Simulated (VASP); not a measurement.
# AlN (R-3m) in VASP: notebook

Runs on AlN. Level: PBE. Tasks: single point.

Program: VASP 6.6.1. These are calculated values, not measurements. Logs are shortened: lines on timing, memory, paths and dates and some standing lists are left out, and cuts for length are marked.

### 1 The cell of the first run

The structure is trigonal, space group R-3m (No. 166). Conventional cell: a = 3.019 Å, b = 3.019 Å, c = 7.175 Å, α = 90.00°, β = 90.00°, γ = 120.00°. Al (site symmetry -3m) has 6 N at 2.11 Å within 2.8 Å. N (site symmetry -3m) has 6 Al at 2.11 Å within 2.8 Å.

### 2 Single point, PBE

The input, INCAR:

```
SYSTEM = AlN
PREC = Accurate ; ENCUT = 520
EDIFF = 1E-6 ; ISMEAR = 0
SIGMA = 0.05 ; LREAL = .FALSE.
LASPH = .TRUE. ; NELM = 80
ALGO = Normal ; ISIF = 2
LWAVE = .FALSE. ; LCHARG = .FALSE.
GGA = PE ; NBANDS = 11
```

The input, KPOINTS:

```
Automatic mesh
0
G
  10 10 10
  0 0 0
```

The input, POSCAR:

```
AlN
1.0
   -0.0422643796      2.0923002458      2.0923002458
    2.0923002458     -0.0422643796      2.0923002458
    2.0923002458      2.0923002458     -0.0422643796
Al N
1 1
Direct
    0.5000000000      0.5000000000      0.5000000000
    0.0000000000      0.0000000000      0.0000000000
```

Potentials or basis: VASP PAW PBE potentials, release 64 (Al, N).

Command:

```sh
$ cat potpaw_PBE.64/Al/POTCAR potpaw_PBE.64/N/POTCAR > POTCAR
$ mpirun -np 1 vasp_std > vasp.out
```

OUTCAR:

```text
SYSTEM = AlN
   PREC = Accurate
   ENCUT = 520
   EDIFF = 1E-6
   ISMEAR = 0
   LREAL = .FALSE.
   LASPH = .TRUE.
   NELM = 80
   ISIF = 2
   GGA = PE

 ion  position               nearest neighbor table
   1  0.500  0.500  0.500-   2 2.11   2 2.11   2 2.11   2 2.11   2 2.11   2 2.11
   2  0.000  0.000  0.000-   1 2.11   1 2.11   1 2.11   1 2.11   1 2.11   1 2.11

  LATTYP: Found a trigonal (rhomboedric) cell.
 ALAT       =     2.9592612110
 COS(alpha) =     0.4797021724

  Lattice vectors:

 A1 = (  -0.0422643796,   2.0923002458,   2.0923002458)
 A2 = (   2.0923002458,  -0.0422643796,   2.0923002458)
 A3 = (   2.0923002458,   2.0923002458,  -0.0422643796)

Analysis of symmetry for initial positions (statically):
=====================================================================
 Subroutine PRICEL returns:
 Original cell was already a primitive cell.

 Routine SETGRP: Setting up the symmetry group for a
 trigonal (rhombohedral) supercell.

 Subroutine GETGRP returns: Found 12 space group operations
 (whereof 12 operations were pure point group operations)
 out of a pool of 12 trial point group operations.

The static configuration has the point symmetry D_3d.

Analysis of symmetry for dynamics (positions and initial velocities):
=====================================================================
 Subroutine PRICEL returns:
 Original cell was already a primitive cell.

 Routine SETGRP: Setting up the symmetry group for a
 trigonal (rhombohedral) supercell.

 Subroutine GETGRP returns: Found 12 space group operations
 (whereof 12 operations were pure point group operations)
 out of a pool of 12 trial point group operations.

The dynamic configuration has the point symmetry D_3d.

 Subroutine INISYM returns: Found 12 space group operations
 (whereof 12 operations are pure point group operations),
 and found     1 'primitive' translations

----------------------------------------------------------------------------------------

                                     Primitive cell

  volume of cell :      18.8740

  direct lattice vectors                    reciprocal lattice vectors
    -0.042264380  2.092300246  2.092300246    -0.231849848  0.236629760  0.236629760
     2.092300246 -0.042264380  2.092300246     0.236629760 -0.231849848  0.236629760
     2.092300246  2.092300246 -0.042264380     0.236629760  0.236629760 -0.231849848

  length of vectors
     2.959261211  2.959261211  2.959261211     0.407113791  0.407113791  0.407113791

  position of ions in fractional coordinates (direct lattice)
     0.500000000  0.500000000  0.500000000
     0.000000000  0.000000000  0.000000000

  ion indices of the primitive-cell ions
   primitive index   ion index
                 1           1
[... 80 lines left out ...]
   ISYM   =      2    0-nonsym 1-usesym 2-fastsym
   POTIM  = 0.5000    time-step for ionic-motion
   TEBEG  =    0.0;   TEEND  =   0.0 temperature during run
   PSTRESS=    0.0 pullay stress
   NELECT =       8.0000    total number of electrons
   NUPDOWN=      -1.0000    fix difference up-down
   EMIN   =  10.00;   EMAX   =-10.00  energy-range for DOS
   EFERMI =   0.00;   METHOD = LEGACY
   ISMEAR =     0;   SIGMA  =   0.05  broadening in eV -4-tet -1-fermi 0-gaus
   EFERMI_NEDOS =   21; number of points for ismear=-14 and -15
   IALGO  =     38    algorithm
   IMIX   =      4    mixing-type and parameters
     AMIX     =   0.40;   BMIX     =  1.00
     AMIX_MAG =   1.60;   BMIX_MAG =  1.00
  volume/ion in A,a.u.               =       9.44        63.68
  Fermi-wavevector in a.u.,A,eV,Ry     =   1.229750  2.323891 20.575889  1.512285
  Thomas-Fermi vector in A             =   2.364625
   LORBIT       =      0    0 simple, 1 ext, 2 COOP (PROOUT), +10 PAW based schemes
   GGA     = PE    functional components
   LHFCALC =     F    Hartree Fock is set to
   AEXX    =    0.0000 exact exchange contribution
   IVDW    =     0    specifies the selected vdW correction
   LEPSILON=     F    determine dielectric tensor
   LRPA    =     F    only Hartree local field effects (RPA)
 non-spin polarized calculation
 Gauss-broadening in eV      SIGMA  =   0.05
  energy-cutoff  :      520.00
  volume of cell :       18.87
 maximum number of plane-waves:       531
 NGX is ok and might be reduce to    24
   NGX = 11   NGY = 11   NGZ = 11

 number of electron       8.0000000 magnetization

 Free energy of the ion-electron system (eV)
  ---------------------------------------------------
  ext. energy  EPLUGINS =         0.00000000
  ---------------------------------------------------
  free energy    TOTEN  =       -14.37020410 eV

  energy without entropy =      -14.37020410  energy(sigma->0) =      -14.37020410

 E-fermi :   8.8440     XC(G=0): -11.6789

 val. band max:        8.5774911774   @ k =   0.0000   0.0000   0.0000
 cond. band min:      11.6863074941   @ k =   0.5000   0.5000  -0.0000
 fundamental gap:      3.1088163168
 Fermi energy:         8.8440345988

 k-point     1 :       0.0000    0.0000    0.0000
  band No.  band energies     occupation
      1      -8.0752      2.00000
      2       8.2142      2.00000
      3       8.2142      2.00000
      4       8.5775      2.00000
      5      12.1889      0.00000
      6      19.7811      0.00000
      7      19.7811      0.00000
      8      20.6736      0.00000
      9      24.5827      0.00000
     10      24.9695      0.00000
     11      24.9699      0.00000
[... 309 lines left out ...]
 k-point    24 :       0.4000    0.3000   -0.0000
  band No.  band energies     occupation
      1      -5.4967      2.00000
      2       2.9759      2.00000
      3       5.7417      2.00000
      4       6.5205      2.00000
      5      13.4373      0.00000
      6      15.0241      0.00000
      7      19.0512      0.00000
      8      22.4659      0.00000
      9      22.8297      0.00000
     10      28.7752      0.00000
     11      31.1258      0.00000

 [... further k-points ...]
[... 5 lines left out ...]
  --------------------------------------------------------------------------------------
  -------------------------------------------------------------------------------------
  Total       -2.6747884     -2.6747884     -2.6747884      0.5951910      0.5951910      0.5951910
  in kB     -227.0576116   -227.0576116   -227.0576116     50.5246125     50.5246125     50.5246125
  external PRESSURE =    -227.0576116 kB  Pullay stress =       0.0000000 kB

 VOLUME and BASIS-vectors are now :
 -----------------------------------------------------------------------------
  energy-cutoff  :      520.00
  volume of cell :       18.87
      direct lattice vectors                 reciprocal lattice vectors
    -0.042264380  2.092300246  2.092300246    -0.231849848  0.236629760  0.236629760
     2.092300246 -0.042264380  2.092300246     0.236629760 -0.231849848  0.236629760
     2.092300246  2.092300246 -0.042264380     0.236629760  0.236629760 -0.231849848

 POSITION                                       TOTAL-FORCE (eV/Angst)
 -----------------------------------------------------------------------------------
      2.07117      2.07117      2.07117         0.000000     -0.000000     -0.000000
      0.00000      0.00000      0.00000        -0.000000      0.000000      0.000000
 -----------------------------------------------------------------------------------
    total drift:                                0.000000     -0.000000     -0.000000

  FREE ENERGIE OF THE ION-ELECTRON SYSTEM (eV)
  ---------------------------------------------------
  free  energy   TOTEN  =       -14.3702041017 eV

  energy  without entropy=      -14.3702041017  energy(sigma->0) =      -14.37020410
```

OSZICAR:

```text
N       E                     dE             d eps       ncg     rms          rms(c)
DAV:   1     0.665073846638E+01    0.66507E+01   -0.38607E+03  2576   0.656E+02
DAV:   2    -0.153115803762E+02   -0.21962E+02   -0.20891E+02  3207   0.118E+02
DAV:   3    -0.160244609435E+02   -0.71288E+00   -0.71143E+00  3049   0.191E+01
DAV:   4    -0.160267476235E+02   -0.22867E-02   -0.22865E-02  2883   0.121E+00
DAV:   5    -0.160267658827E+02   -0.18259E-04   -0.18259E-04  2987   0.111E-01    0.717E+00
DAV:   6    -0.143854298609E+02    0.16413E+01   -0.83079E+00  2852   0.143E+01    0.245E+00
DAV:   7    -0.143786538289E+02    0.67760E-02   -0.13415E-01  2762   0.287E+00    0.167E+00
DAV:   8    -0.143706718974E+02    0.79819E-02   -0.21709E-02  2669   0.127E+00    0.356E-01
DAV:   9    -0.143701436738E+02    0.52822E-03   -0.21561E-03  2920   0.267E-01    0.151E-01
DAV:  10    -0.143702093595E+02   -0.65686E-04   -0.17336E-04  2808   0.980E-02    0.354E-02
DAV:  11    -0.143702044180E+02    0.49415E-05   -0.13587E-05  2936   0.206E-02    0.883E-03
DAV:  12    -0.143702041017E+02    0.31632E-06   -0.54351E-07  1459   0.620E-03
   1 F= -.14370204E+02 E0= -.14370204E+02  d E =-.128394E-16
```

Run time: 6.4 s. Hardware: 1 thread of Intel Xeon 6975P-C (Granite Rapids), shared host; peak memory 0.14 GiB.

Results:

| Property | Result |
| --- | --- |
| Free energy | -14.3702 eV |
| Pressure | -22.7 GPa |
| Band gap on the k mesh | 3.11 eV, indirect (least direct gap 3.61 eV) |

Levels at points of the mesh, in eV from the valence-band top:
| k point | band 2 | band 3 | band 4 | band 5 | band 6 | band 7 |
| --- | --- | --- | --- | --- | --- | --- |
| (0.00, 0.00, 0.00) | -0.36 | -0.36 | 0.00 | 3.61 | 11.20 | 11.20 |
| (0.50, 0.00, 0.00) | -7.82 | -1.15 | -0.91 | 5.17 | 9.71 | 10.04 |
| (0.50, 0.50, 0.00) | -6.77 | -2.90 | -2.52 | 3.11 | 5.29 | 12.19 |
| (0.50, 0.50, 0.50) | -7.53 | -1.27 | -1.27 | 4.72 | 9.30 | 9.30 |

### 3 Single point, PBE

This run uses another cell than the first one, of 9.77 Å³/atom, 1.036 times its volume.

The input, INCAR:

```
PREC = Accurate ; ENCUT = 520
EDIFF = 1E-6 ; ISMEAR = 0
SIGMA = 0.05 ; LREAL = F
LASPH = T ; NELM = 60
ALGO = Normal ; ISIF = 2
LWAVE = F ; LCHARG = F
GGA = PE ; NBANDS = 11
```

The input, KPOINTS:

```
Automatic mesh
0
Gamma
  10 10 10
```

The input, POSCAR:

```
AlN
1.0
   -0.0850776092      2.0963995499      2.0963995499
    2.0963995499     -0.0850776092      2.0963995499
    2.0963995499      2.0963995499     -0.0850776092
Al N
1 1
Direct
    0.5000000000      0.5000000000      0.5000000000
    0.0000000000      0.0000000000      0.0000000000
```

Potentials or basis: VASP PAW PBE potentials, release 64 (Al, N).

Command:

```sh
$ cat potpaw_PBE.64/Al/POTCAR potpaw_PBE.64/N/POTCAR > POTCAR
$ mpirun -np 1 vasp_std > vasp.out
```

It took 6.2 s on 1 thread of Intel Xeon 6975P-C (Granite Rapids), shared host; peak memory 0.14 GiB.

It converged, with:

```
Free energy            : -14.2125 eV
Pressure               : -27.4 GPa
Band gap on the k mesh : 2.50 eV, indirect (least direct gap 2.89 eV)
```

Stress tensor (GPa, compression positive):
```
-27.45   9.24   9.24
  9.24 -27.45   9.24
  9.24   9.24 -27.45
```

Levels at points of the mesh, in eV from the valence-band top:
| k point | band 1 | band 2 | band 3 | band 4 | band 5 | band 6 | band 7 | band 8 | band 9 |
| --- | --- | --- | --- | --- | --- | --- | --- | --- | --- |
| (0.00, 0.00, 0.00) | -16.58 | -0.68 | -0.68 | 0.00 | 2.89 | 10.61 | 10.61 | 12.43 | 15.13 |
| (0.50, 0.00, 0.00) | -14.03 | -7.90 | -1.34 | -0.90 | 4.80 | 9.25 | 9.94 | 10.19 | 14.16 |
| (0.50, 0.50, 0.00) | -13.19 | -6.76 | -3.20 | -2.45 | 2.50 | 5.23 | 11.46 | 14.08 | 14.62 |
| (0.50, 0.50, 0.50) | -13.70 | -7.34 | -1.59 | -1.59 | 3.99 | 8.43 | 8.43 | 10.63 | 13.57 |
